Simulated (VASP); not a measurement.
# Li2H7 (C2/m) in VASP: notebook, part 2 of 2

VASP 6.6.1. The steps go on from the part before.

## (3) Relaxation of cell and atoms, PBE

INCAR reads:

```
PREC = Accurate
ENCUT = 600
EDIFF = 1E-6
ISMEAR = 0
SIGMA = 0.1
LREAL = False
LASPH = True
NELM = 80
ALGO = Normal
ISIF = 3
LWAVE = False
LCHARG = False
GGA = PE
IBRION = 2
NSW = 90
EDIFFG = -0.04
```

KPOINTS reads:

```
Automatic mesh
0
Gamma
  6 6 4
```

POSCAR reads:

```
Li2H7
1.0
    2.0468971000     -3.5981762900      0.0000000000
    2.0468971000      3.5981762900      0.0000000000
   -1.5258644500      0.0000000000      5.2898261800
Li H
2 7
Direct
    0.8934290400      0.8934290400      0.2283421200
    0.1065709600      0.1065709600      0.7716578800
    0.0000000000      0.5000000000      0.5000000000
    0.5000000000      0.0000000000      0.5000000000
    0.5364056200      0.2070907600      0.1551254200
    0.4635943800      0.7929092400      0.8448745800
    0.7929092400      0.4635943800      0.8448745800
    0.2070907600      0.5364056200      0.1551254200
    0.5000000000      0.5000000000      0.5000000000
```

Potentials or basis: VASP PAW PBE potentials, release 64 (Li_sv, H).

Started as:

```bash
$ cat potpaw_PBE.64/Li_sv/POTCAR potpaw_PBE.64/H/POTCAR > POTCAR
$ mpirun -np 1 vasp_std > vasp.out
```

OUTCAR:

```text
PREC = Accurate
   ENCUT = 600
   EDIFF = 1E-6
   ISMEAR = 0
   LREAL = False
   LASPH = True
   NELM = 80
   ISIF = 3
   GGA = PE
   IBRION = 2
   NSW = 90
   EDIFFG = -0.04

 ion  position               nearest neighbor table
   1  0.893  0.893  0.228-
   2  0.107  0.107  0.772-
   3  0.000  0.500  0.500-
   4  0.500  0.000  0.500-
   5  0.536  0.207  0.155-
   6  0.464  0.793  0.845-
   7  0.793  0.464  0.845-
   8  0.207  0.536  0.155-
   9  0.500  0.500  0.500-

  LATTYP: Found a base centered monoclinic cell.
 ALAT       =     4.0937942000
 B/A-ratio  =     1.7578686735
 C/A-ratio  =     1.3448402882
 COS(beta)  =    -0.2771527789

  Lattice vectors:

[... 204 lines left out ...]
  external PRESSURE =    -122.2671637 kB  Pullay stress =       0.0000000 kB
[... 1136 lines left out ...]
  band No.  band energies     occupation
      1     -44.6494      2.00000
      2     -44.6392      2.00000
      3      -9.5977      2.00000
      4      -7.0127      2.00000
      5      -5.0202      2.00000
      6       4.7239      0.00000
      7       5.0041      0.00000
      8       5.9286      0.00000
      9       7.2556      0.00000
     10       8.0577      0.00000
     11       8.3484      0.00000

 [... further k-points ...]

[... ionic steps 4 to 56 ...]

--------------------------------------- Ionic step       57  -------------------------------------------

 number of electron      12.9999997 magnetization

------------------------ aborting loop because EDIFF is reached ----------------------------------------
[... 81 lines left out ...]
--------------------------------------- Ionic step       59  -------------------------------------------

 number of electron      12.9999998 magnetization

 Free energy of the ion-electron system (eV)
  ---------------------------------------------------
  ext. energy  EPLUGINS =         0.00000000
  ---------------------------------------------------
  free energy    TOTEN  =       -25.12489516 eV

  energy without entropy =      -25.12241408  energy(sigma->0) =      -25.12365462

 E-fermi :   2.0773     XC(G=0):  -8.4183

 val. band max:        2.0586942583   @ k =   0.3333   0.1667   0.0000
 cond. band min:       2.2336005414   @ k =   0.3333   0.1667   0.2500
 fundamental gap:      0.1749062831
 Fermi energy:         2.0772669546
[... 372 lines left out ...]
  FREE ENERGIE OF THE ION-ELECTRON SYSTEM (eV)
  ---------------------------------------------------
  free  energy   TOTEN  =       -25.1248951568 eV

  energy  without entropy=      -25.1224140827  energy(sigma->0) =      -25.12365462

 reached required accuracy - stopping structural energy minimisation
```

CONTCAR:

```text
Li2H7
   1.00000000000000
     2.1960154518884853   -2.4680837320870337   -0.0182016763732332
     2.1960154518884853    2.4680837320870337   -0.0182016763732332
    -1.7758348653180751    0.0000000000000000    5.4072202037669692
  Li              H
     2     7
Direct
     0.9259733163325172    0.9259733163325172    0.2890924268102720
     0.0740266836674829    0.0740266836674829    0.7109075731897279
     0.0000000000000000    0.5000000000000000    0.5000000000000000
     0.5000000000000000    0.0000000000000000    0.5000000000000000
     0.3628009322151533    0.1952375470892936    0.0665289368559029
     0.6371990677848464    0.8047624529107064    0.9334710631440967
     0.8047624529107064    0.6371990677848465    0.9334710631440967
     0.1952375470892936    0.3628009322151533    0.0665289368559029
     0.5000000000000000    0.5000000000000000    0.5000000000000000

  0.00000000E+00  0.00000000E+00  0.00000000E+00
  0.00000000E+00  0.00000000E+00  0.00000000E+00
  0.00000000E+00  0.00000000E+00  0.00000000E+00
  0.00000000E+00  0.00000000E+00  0.00000000E+00
  0.00000000E+00  0.00000000E+00  0.00000000E+00
  0.00000000E+00  0.00000000E+00  0.00000000E+00
  0.00000000E+00  0.00000000E+00  0.00000000E+00
  0.00000000E+00  0.00000000E+00  0.00000000E+00
  0.00000000E+00  0.00000000E+00  0.00000000E+00
```

Run time: 14 min. Hardware: 1 thread of AMD EPYC 9R45 (Zen 5), shared host; peak memory 0.22 GiB.

Results:

| Property | Result |
| --- | --- |
| Free energy | -25.1249 eV |
| Relaxed volume | 6.49 Å³/atom |
| Relaxed cell | a = 3.304 Å, b = 3.304 Å, c = 5.691 Å, α = 102.28°, β = 102.28°, γ = 96.67° |
| Space group after relaxing (to 0.1 Å) | C2/m (No. 12) |
| Pressure after relaxing | 0.0 GPa |
| Largest force after relaxing | 0.020 eV/Å |
| Band gap on the k mesh | zero (an odd number of electrons rules out a gap without spin polarisation) |

Forces on the atoms (eV/Å):
```
Li   0.019  0.000  0.003
Li  -0.019  0.000 -0.003
H    0.000  0.000  0.000
H    0.000  0.000  0.000
H   -0.007 -0.004 -0.014
H    0.007  0.004  0.014
H    0.007 -0.004  0.014
H   -0.007  0.004 -0.014
H    0.000  0.000  0.000
```

Final structure:
```yaml
crystal:
  lattice:
    - [2.19602, -2.46808, -0.01820]
    - [2.19602, 2.46808, -0.01820]
    - [-1.77583, 0.00000, 5.40722]
  atoms:
    - { symbol: Li, position: [0.92597, 0.92597, 0.28909] }
    - { symbol: Li, position: [0.07403, 0.07403, 0.71091] }
    - { symbol: H, position: [0.00000, 0.50000, 0.50000] }
    - { symbol: H, position: [0.50000, 0.00000, 0.50000] }
    - { symbol: H, position: [0.36280, 0.19524, 0.06653] }
    - { symbol: H, position: [0.63720, 0.80476, 0.93347] }
    - { symbol: H, position: [0.80476, 0.63720, 0.93347] }
    - { symbol: H, position: [0.19524, 0.36280, 0.06653] }
    - { symbol: H, position: [0.50000, 0.50000, 0.50000] }
```

Levels at points of the mesh, in eV from the Fermi level:
| k point | band 4 | band 5 | band 6 | band 7 | band 8 | band 9 |
| --- | --- | --- | --- | --- | --- | --- |
| (0.00, 0.00, 0.00) | -8.42 | -6.61 | 0.27 | 1.05 | 2.63 | 3.68 |
| (0.50, 0.00, 0.00) | -9.33 | -6.28 | -4.53 | 1.79 | 2.06 | 3.02 |
| (0.50, 0.50, 0.00) | -8.45 | -5.02 | -3.20 | -3.18 | -1.16 | 1.32 |
| (0.00, 0.00, 0.50) | -9.14 | -5.95 | 0.25 | 2.33 | 3.10 | 3.67 |
| (0.50, 0.00, 0.50) | -9.29 | -6.46 | -4.57 | 2.12 | 2.77 | 2.92 |
| (0.50, 0.50, 0.50) | -8.50 | -4.61 | -3.39 | -3.19 | -2.49 | 2.77 |

Caveat: the cutoff is under 1.25 times the usual one of these potentials, so pressure, stress and relaxed cells hold a basis-set (Pulay) error; the volume moved by over 15 % at a fixed basis, so the end points are rough; an odd number of electrons without spin polarisation forces a metal; a magnetic or distorted state may lie lower.

## (4) Single point, PBE

This run uses another cell than the first one, of 7.12 Å³/atom.

INCAR reads:

```
PREC = Accurate ; ENCUT = 520
EDIFF = 1E-6 ; ISMEAR = 0
SIGMA = 0.1 ; LREAL = F
LASPH = T ; NELM = 100
ALGO = Normal ; ISIF = 2
LWAVE = F ; LCHARG = F
GGA = PE ; NBANDS = 16
```

KPOINTS reads:

```
Automatic mesh
0
Gamma
  12 12 8
```

POSCAR reads:

```
Li2H7
1.0
    2.3440504578     -2.5412197425      0.1352714626
    2.3440504578      2.5412197425      0.1352714626
   -1.9029390306      0.0000000000      5.2708210176
Li H
2 7
Direct
    1.0353523276      1.0353523276      0.3003145431
   -0.0353523276     -0.0353523276      0.6996854569
    0.0000000000      0.5000000000      0.5000000000
    0.5000000000      0.0000000000      0.5000000000
    0.3466511865      0.1864270310      0.0376016507
    0.6533488135      0.8135729690      0.9623983493
    0.8135729690      0.6533488135      0.9623983493
    0.1864270310      0.3466511865      0.0376016507
    0.5000000000      0.5000000000      0.5000000000
```

Potentials or basis: VASP PAW PBE potentials, release 64 (Li_sv, H).

Started as:

```bash
$ cat potpaw_PBE.64/Li_sv/POTCAR potpaw_PBE.64/H/POTCAR > POTCAR
$ mpirun -np 1 vasp_std > vasp.out
```

OUTCAR:

```text
PREC = Accurate
   ENCUT = 520
   EDIFF = 1E-6
   ISMEAR = 0
   LREAL = F
   LASPH = T
   NELM = 100
   ISIF = 2
   GGA = PE

 ion  position               nearest neighbor table
   1  0.035  0.035  0.300-   2 2.35
   2  0.965  0.965  0.700-   1 2.35
   3  0.000  0.500  0.500-
   4  0.500  0.000  0.500-
   5  0.347  0.186  0.038-   8 0.81
   6  0.653  0.814  0.962-   7 0.81
   7  0.814  0.653  0.962-   6 0.81
   8  0.186  0.347  0.038-   5 0.81
   9  0.500  0.500  0.500-

  LATTYP: Found a base centered monoclinic cell.
 ALAT       =     4.6959007303
 B/A-ratio  =     1.0823140813
 C/A-ratio  =     1.1933416621
 COS(beta)  =    -0.2848261420

  Lattice vectors:

 A1 = (   2.3440504578,  -2.5412197425,   0.1352714626)
 A2 = (   2.3440504578,   2.5412197425,   0.1352714626)
 A3 = (  -1.9029390306,   0.0000000000,   5.2708210176)

Analysis of symmetry for initial positions (statically):
[... 198 lines left out ...]
      2     -45.7339      2.00000
      3     -10.0113      2.00000
      4      -6.1431      2.00000
      5      -5.1269      2.00000
      6       1.2184      1.99996
[... 433 lines left out ...]
      3      -8.2818      2.00000
      4      -7.2160      2.00000
      5      -4.4232      2.00000
      6      -1.9405      2.00000
[... 8 lines left out ...]
     15      11.6545      0.00000
     16      12.6664      0.00000

 [... further k-points ...]

------------------------ aborting loop because EDIFF is reached ----------------------------------------

  FORCE on cell =-STRESS in cart. coord.  units (eV):
  Direction    XX          YY          ZZ          XY          YZ          ZX
  --------------------------------------------------------------------------------------
  -------------------------------------------------------------------------------------
  Total       -0.0914064     -0.0868557     -0.0898031      0.0000000      0.0000000      0.0113823
  in kB       -2.2846216     -2.1708818     -2.2445479      0.0000000      0.0000000      0.2844914
  external PRESSURE =      -2.2333504 kB  Pullay stress =       0.0000000 kB

 VOLUME and BASIS-vectors are now :
 -----------------------------------------------------------------------------
  energy-cutoff  :      520.00
  volume of cell :       64.10
      direct lattice vectors                 reciprocal lattice vectors
     2.344050458 -2.541219743  0.135271463     0.208952539 -0.196755909  0.075438711
     2.344050458  2.541219743  0.135271463     0.208952539  0.196755909  0.075438711
    -1.902939031  0.000000000  5.270821018    -0.010725204  0.000000000  0.185851613

 POSITION                                       TOTAL-FORCE (eV/Angst)
 -----------------------------------------------------------------------------------
     -0.40574      0.00000      1.59247        -0.000518     -0.000000     -0.005328
      3.19091      0.00000      3.94890         0.000518     -0.000000      0.005328
      0.22056      1.27061      2.70305        -0.000000     -0.000000      0.000000
      0.22056     -1.27061      2.70305        -0.000000     -0.000000      0.000000
      1.17801     -0.40716      0.27030        -0.000745     -0.006745      0.001492
      1.60715      0.40716      5.27106         0.000745      0.006745     -0.001492
      1.60715     -0.40716      5.27106         0.000745     -0.006745     -0.001492
      1.17801      0.40716      0.27030        -0.000745      0.006745      0.001492
      1.39258      0.00000      2.77068        -0.000000     -0.000000      0.000000
 -----------------------------------------------------------------------------------
    total drift:                               -0.000000      0.000000      0.000000

  FREE ENERGIE OF THE ION-ELECTRON SYSTEM (eV)
  ---------------------------------------------------
  free  energy   TOTEN  =       -25.1165777232 eV

  energy  without entropy=      -25.1134424902  energy(sigma->0) =      -25.11501011
```

Wall time 2.2 min (1 thread of AMD EPYC 9R45 (Zen 5), shared host); peak memory 0.32 GiB.

What came out:

```yaml
Free_energy: -25.1166 eV
Largest_force: 0.007 eV/Å
Band_gap_on_the_k_mesh: zero (an odd number of electrons rules out a gap without spin polarisation)
```

Forces in eV/Å, atoms in the order of the input:
```
Li  -0.001  0.000 -0.005
Li   0.001  0.000  0.005
H    0.000  0.000  0.000
H    0.000  0.000  0.000
H   -0.001 -0.007  0.001
H    0.001  0.007 -0.001
H    0.001 -0.007 -0.001
H   -0.001  0.007  0.001
H    0.000  0.000  0.000
```

Caveat: the cutoff is under 1.25 times the usual one of these potentials, so pressure, stress and relaxed cells hold a basis-set (Pulay) error; an odd number of electrons without spin polarisation forces a metal; a magnetic or distorted state may lie lower.

## (5) The runs side by side

| task | cell | k mesh | cutoff (eV) | gap on the mesh (eV) | largest force (eV/Å) |
| --- | --- | --- | --- | --- | --- |
| single point | a = 4.140, b = 4.140, c = 5.505 Å, angles 97.9, 97.9, 120.7°, 9 atoms, atomic positions A | 6 × 6 × 4 | 520 | none | 0.28 |
| relaxation of cell and atoms | relaxed from a = 4.140, b = 4.140, c = 5.505 Å, angles 97.9, 97.9, 120.7°, 9 atoms, atomic positions A | 6 × 6 × 4 | 600 | none | 0.02 |
| single point | a = 3.460, b = 3.460, c = 5.604 Å, angles 101.1, 101.1, 94.5°, 9 atoms, atomic positions B | 12 × 12 × 8 | 520 | none | 0.01 |

Alike in all rows: level PBE; potentials or basis VASP PAW PBE potentials, release 64 (Li_sv, H); no spin polarisation; smearing gaussian 0.1 eV.

Caveats: the cutoff is under 1.25 times the usual one of these potentials, so pressure, stress and relaxed cells hold a basis-set (Pulay) error; an odd number of electrons without spin polarisation forces a metal; a magnetic or distorted state may lie lower; the volume moved by over 15 % at a fixed basis, so the end points are rough (at least some runs).

Absolute energies hang on the potentials; compare differences alone.

The gap in the log of VASP goes by the Fermi energy; the results here count the filled bands.